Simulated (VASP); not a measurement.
Ru:

```
Ru
1.0
    -1.48458    1.48458    1.48458
     1.48458   -1.48458    1.48458
     1.48458    1.48458   -1.48458
Ru
1
Direct
  0.00000 0.00000 0.00000
```

This isn't the form of Ru at room conditions, which is hcp.

* Program: VASP 6.6.1
* Task: relaxation of cell and atoms
* Functional: LDA
* Potentials or basis: VASP PAW LDA potentials, release 64 (Ru_pv)
* Cutoff: 600 eV
* k mesh: 20 × 20 × 20
* Occupations: fermi-dirac, width 0.1 eV
* Spin: no spin polarisation

At the start: pressure 12.4 GPa; volume 13.09 Å³/atom.

**Question.** Where does the relaxation end?

**Answer.** Over 18 steps the energy falls by 17.3 meV/atom and the volume is 13.55 Å³/atom (+3.5 %); space group Im-3m (No. 229, to 0.1 Å) before and after.

The path:
```tsv
step	energy change (eV)	largest force (eV/Å)	pressure (GPa)	volume (Å³)
1	0.0000	0.0000	12.40	13.09
2	0.1303	0.0000	-27.42	15.10
3	-0.0172	0.0000	-0.50	13.57
4	-0.0173	0.0000	-0.08	13.55
5	-0.0173	0.0000	0.12	13.54
6	-0.0173	0.0000	0.16	13.54
7	-0.0173	0.0000	0.17	13.54
8	-0.0173	0.0000	0.14	13.54
9	-0.0173	0.0000	0.14	13.54
10	-0.0173	0.0000	0.14	13.54
11	-0.0173	0.0000	0.14	13.54
12	-0.0173	0.0000	0.14	13.54
13	-0.0173	0.0000	0.14	13.54
14	-0.0173	0.0000	0.14	13.54
15	-0.0173	0.0000	0.15	13.54
16	-0.0173	0.0000	0.15	13.55
17	-0.0173	0.0000	0.08	13.55
18	-0.0173	0.0000	0.02	13.55
```

Final structure:
```
Ru
1.0
    -1.50183    1.50183    1.50183
     1.50183   -1.50183    1.50183
     1.50183    1.50183   -1.50183
Ru
1
Direct
  0.00000 0.00000 0.00000
```
